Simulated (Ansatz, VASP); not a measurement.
## One calculation of Ti, two programs

File INCAR:

```
ALGO     = Fast           # electronic algorithm
EDIFF    = 1E-6           # SCF threshold, eV
ENCUT    = 520            # plane-wave cutoff, eV
GGA      = PE             # functional
ISIF     = 2              # what is computed and relaxed
ISMEAR   = 0              # smearing method
LASPH    = T              # aspherical terms in the spheres
LCHARG   = F              # write CHGCAR
LREAL    = F              # projectors in reciprocal space
LWAVE    = F              # write WAVECAR
NBANDS   = 12             # bands
NELM     = 80             # most SCF steps
PREC     = Accurate       # precision mode
SIGMA    = 0.15           # smearing width, eV
```

The input KPOINTS:

```
k-points
0
Gamma
  22 22 22
```

File POSCAR:

```
Ti
1.0
   -1.7107424782      1.7107424782      1.4732914222
    1.7107424782     -1.7107424782      1.4732914222
    1.7107424782      1.7107424782     -1.4732914222
Ti
1
Direct
    0.0000000000      0.0000000000      0.0000000000
```

Input for Ansatz:

```yaml
crystal:
  lattice:
    - [-1.7107424782, 1.7107424782, 1.4732914222]
    - [1.7107424782, -1.7107424782, 1.4732914222]
    - [1.7107424782, 1.7107424782, -1.4732914222]
  atoms:
    - { symbol: Ti, position: [0.0, 0.0, 0.0] }
basis:
  ecutwfc: 520.0
kpoints:
  mp_grid: { grid: [22, 22, 22] }
hamiltonian:
  xc: pbe
  pseudopotentials: { kind: paw, azcp: { folder: soft_1 } }
scf:
  occupations: { method: gaussian, width: 0.15 }
output:
  forces: true
  stress: true
  eigenvalues: true
```

Alike in both runs: task single point; functional PBE; k mesh 22 × 22 × 22; occupations gaussian, width 0.15 eV; no spin polarisation.

|  | VASP | Ansatz |
| --- | --- | --- |
| version | VASP 6.6.1 | Ansatz 0.2.0 |
| potentials or method | VASP PAW PBE potentials, release 64 (Ti_sv), cutoff 520 eV | scalar-relativistic, plane waves, PAW |
| valence electrons in the cell | 12 | 12 |

|  | VASP | Ansatz | Ansatz less VASP |
| --- | --- | --- | --- |
| gap on the k mesh at the Fermi level (eV) | none | none | - |
| pressure (GPa) | -0.2 | 0.1 | +0.26 |
| traceless stress, the component that is largest in VASP (GPa) | 0.35 | 0.40 | +0.051 |

A gap of «none» marks a metal or a gap that the smearing closes. With one functional, cell and mesh, what is left measures potentials, basis and numerics.
